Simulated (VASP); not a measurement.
# Cu (P6_3/mmc) in VASP: a series of runs, part 2 of 2

VASP 6.6.1.

## Step 3: Single point, PBEsol

This run uses another cell than the first one, of 11.00 Å³/atom, 0.960 times its volume.

INCAR

```
  ALGO = Normal
  EDIFF = 1E-6
  ENCUT = 700
  GGA = PS
  GGA_COMPAT = F
  ISIF = 2
  ISMEAR = -1
  LASPH = T
  LCHARG = F
  LREAL = F
  LWAVE = F
  NBANDS = 46
  NELM = 120
  PREC = Accurate
  SIGMA = 0.05
```

KPOINTS

```
k-points
0
Gamma
  12 12 4
```

POSCAR

```
Cu
1.0
    2.4965603200      0.0000000000      0.0000000000
   -1.2482801600      2.1620846592      0.0000000000
    0.0000000000      0.0000000000      8.1501552425
Cu
4
Direct
    0.6666666667      0.3333333333      0.7500000000
    0.0000000000      0.0000000000      0.5000000000
    0.3333333333      0.6666666667      0.2500000000
    0.0000000000      0.0000000000      0.0000000000
```

Potentials or basis: VASP PAW PBE potentials, release 64 (Cu_sv_GW).

Launch:

```
$ cat potpaw_PBE.64/Cu_sv_GW/POTCAR > POTCAR
$ mpirun -np 1 vasp_std > vasp.out
```

OUTCAR:

```text
EDIFF = 1E-6
   ENCUT = 700
   GGA = PS
   ISIF = 2
   ISMEAR = -1
   LASPH = T
   LREAL = F
   NELM = 120
   PREC = Accurate

 ion  position               nearest neighbor table
   1  0.667  0.333  0.750-   2 2.50   4 2.50   2 2.50   4 2.50   2 2.50   4 2.50
   2  0.000  0.000  0.500-   1 2.50   3 2.50   3 2.50   1 2.50   1 2.50   3 2.50
   3  0.333  0.667  0.250-   2 2.50   4 2.50   2 2.50   4 2.50   2 2.50   4 2.50
   4  0.000  0.000  0.000-   1 2.50   3 2.50   3 2.50   1 2.50   1 2.50   3 2.50

  LATTYP: Found a hexagonal cell.
 ALAT       =     2.4965603200
 C/A-ratio  =     3.2645537050

  Lattice vectors:

 A1 = (   2.4965603200,   0.0000000000,   0.0000000000)
 A2 = (  -1.2482801600,   2.1620846592,   0.0000000000)
 A3 = (   0.0000000000,   0.0000000000,   8.1501552425)

Analysis of symmetry for initial positions (statically):
=====================================================================
 Subroutine PRICEL returns:
 Original cell was already a primitive cell.

 Routine SETGRP: Setting up the symmetry group for a
[... 168 lines left out ...]
  ext. energy  EPLUGINS =         0.00000000
  ---------------------------------------------------
  free energy    TOTEN  =       -17.50410379 eV

  energy without entropy =      -17.49091805  energy(sigma->0) =      -17.49751092

 E-fermi :   8.2354     XC(G=0): -14.0166

 val. band max:        8.2236434482   @ k =   0.2500   0.2500   0.5000
 cond. band min:       8.2986676011   @ k =   0.5000   0.0000   0.5000
 fundamental gap:      0.0750241529
 Fermi energy:         8.2353684200

 k-point     1 :       0.0000    0.0000    0.0000
  band No.  band energies     occupation
      1    -104.1150      2.00000
      2    -104.1113      2.00000
      3    -104.0920      2.00000
      4    -104.0871      2.00000
      5     -61.7106      2.00000
      6     -61.6477      2.00000
[... 1165 lines left out ...]
     45      21.3433      0.00000
     46      22.1428      0.00000

 [... further k-points ...]
[... 5 lines left out ...]
  --------------------------------------------------------------------------------------
  -------------------------------------------------------------------------------------
  Total        0.1432696      0.1432696      0.0011737     -0.0000000      0.0000000      0.0000000
  in kB        5.2177603      5.2177603      0.0427469     -0.0000000      0.0000000      0.0000000
  external PRESSURE =       3.4927559 kB  Pullay stress =       0.0000000 kB

 VOLUME and BASIS-vectors are now :
 -----------------------------------------------------------------------------
  energy-cutoff  :      700.00
  volume of cell :       43.99
      direct lattice vectors                 reciprocal lattice vectors
     2.496560320  0.000000000  0.000000000     0.400551107  0.231258289  0.000000000
    -1.248280160  2.162084659  0.000000000     0.000000000  0.462516579  0.000000000
     0.000000000  0.000000000  8.150155243     0.000000000  0.000000000  0.122697049

 POSITION                                       TOTAL-FORCE (eV/Angst)
 -----------------------------------------------------------------------------------
      1.24828      0.72069      6.11262         0.000000      0.000000     -0.000000
      0.00000      0.00000      4.07508        -0.000000      0.000000      0.000000
     -0.00000      1.44139      2.03754         0.000000     -0.000000     -0.000000
      0.00000      0.00000      0.00000        -0.000000      0.000000      0.000000
 -----------------------------------------------------------------------------------
    total drift:                               -0.000000      0.000000      0.000000

  FREE ENERGIE OF THE ION-ELECTRON SYSTEM (eV)
  ---------------------------------------------------
  free  energy   TOTEN  =       -17.5041037863 eV

  energy  without entropy=      -17.4909180487  energy(sigma->0) =      -17.49751092
```

OSZICAR:

```text
N       E                     dE             d eps       ncg     rms          rms(c)
DAV:   1     0.232742142206E+04    0.23274E+04   -0.49139E+04  7576   0.665E+03
DAV:   2     0.459732255232E+03   -0.18677E+04   -0.18123E+04  7034   0.170E+03
DAV:   3     0.200228927266E+02   -0.43971E+03   -0.40541E+03  9124   0.109E+03
DAV:   4    -0.174709315913E+02   -0.37494E+02   -0.35972E+02  9136   0.462E+02
DAV:   5    -0.215794727852E+02   -0.41085E+01   -0.40847E+01 10272   0.156E+02    0.184E+01
DAV:   6    -0.199403979764E+02    0.16391E+01   -0.47563E+01  8576   0.295E+02    0.113E+01
DAV:   7    -0.175212005616E+02    0.24192E+01   -0.12828E+01  7944   0.164E+02    0.362E+00
DAV:   8    -0.175138865063E+02    0.73141E-02   -0.56278E-01  9480   0.205E+01    0.843E-01
DAV:   9    -0.175036700884E+02    0.10216E-01   -0.70999E-02  8448   0.109E+01    0.116E-01
DAV:  10    -0.175041371160E+02   -0.46703E-03   -0.47091E-03  9920   0.182E+00    0.561E-02
DAV:  11    -0.175041161218E+02    0.20994E-04   -0.20573E-04  9896   0.814E-01    0.325E-02
DAV:  12    -0.175041039325E+02    0.12189E-04   -0.64649E-05  8976   0.378E-01    0.735E-03
DAV:  13    -0.175041037863E+02    0.14622E-06   -0.67023E-06  6800   0.731E-02
   1 F= -.17504104E+02 E0= -.17497511E+02  d E =-.131857E-01
```

Wall time 2 min (1 thread of Intel Xeon 6975P-C (Granite Rapids), shared host); peak memory 0.29 GiB.

Results:

- Free energy: -17.5041 eV
- Pressure: 0.3 GPa
- Band gap on the k mesh: zero (band 38 reaches 11.77 eV, above the bottom of band 39 at 6.49 eV)

Caveat: the PAW data sets were made with another functional, which shifts forces and pressure a little.

## Step 4: Single point, PBE

This run uses another cell than the first one, of 10.77 Å³/atom, 0.940 times its volume.

INCAR

```
SYSTEM = Cu
PREC = Accurate
ENCUT = 700
EDIFF = 1E-6
ISMEAR = -1
SIGMA = 0.05
LREAL = .FALSE.
LASPH = .TRUE.
NELM = 120
ALGO = Normal
ISIF = 2
LWAVE = .FALSE.
LCHARG = .FALSE.
GGA = PE
NBANDS = 46
GGA_COMPAT = .FALSE.
```

KPOINTS

```
regular mesh
0
G
  12 12 4
  0 0 0
```

POSCAR

```
Cu
1.0
    2.4791012850      0.0000000000      0.0000000000
   -1.2395506425      2.1469646914      0.0000000000
    0.0000000000      0.0000000000      8.0931592851
Cu
4
Direct
    0.6666666667      0.3333333333      0.7500000000
    0.0000000000      0.0000000000      0.5000000000
    0.3333333333      0.6666666667      0.2500000000
    0.0000000000      0.0000000000      0.0000000000
```

Launch:

```
$ cat potpaw_PBE.64/Cu_sv_GW/POTCAR > POTCAR
$ mpirun -np 1 vasp_std > vasp.out
```

Wall time 2.5 min (1 thread of Intel Xeon Platinum 8488C (Sapphire Rapids), shared host); peak memory 0.28 GiB.

It converged, with:

```yaml
Free_energy: -14.8950 eV
Pressure: 13.6 GPa
Band_gap_on_the_k_mesh: zero (band 38 reaches 12.30 eV, above the bottom of band 39 at 6.92 eV)
```

Stress tensor (GPa, compression positive):
```
13.75  0.00  0.00
 0.00 13.75  0.00
 0.00  0.00 13.22
```

Levels at points of the mesh, in eV from the Fermi level:
```
           k point  band 36  band 37  band 38  band 39  band 40  band 41
(0.00, 0.00, 0.00)    -1.99    -1.99    -1.66    -1.66    -1.27     4.31
(0.50, 0.00, 0.00)    -1.48    -0.78     0.29     1.10     1.69     5.12
(0.00, 0.00, 0.50)    -2.32    -1.80    -1.80    -1.80    -1.80     7.50
(0.50, 0.00, 0.50)    -1.51     0.05     0.05     1.46     1.46     5.59
```

## Step 5: Summary

```csv
level,cell,gap on the mesh (eV),pressure (GPa)
PBEsol,"a = 2.531, b = 2.531, c = 8.262 Å, angles 90.0, 90.0, 120.0°, 4 atoms",none,-6.5
PBEsol,"a = 2.497, b = 2.497, c = 8.150 Å, angles 90.0, 90.0, 120.0°, 4 atoms",none,0.3
PBE,"a = 2.479, b = 2.479, c = 8.093 Å, angles 90.0, 90.0, 120.0°, 4 atoms",none,13.6
```

Alike in all rows: task single point; potentials or basis VASP PAW PBE potentials, release 64 (Cu_sv_GW); no spin polarisation; k mesh 12 × 12 × 4; cutoff (eV) 700; smearing fermi-dirac 0.05 eV.

Caveats: the PAW data sets were made with another functional, which shifts forces and pressure a little (some runs).

Total energies depend on the potentials used, so only differences within one code and one set of settings carry meaning.
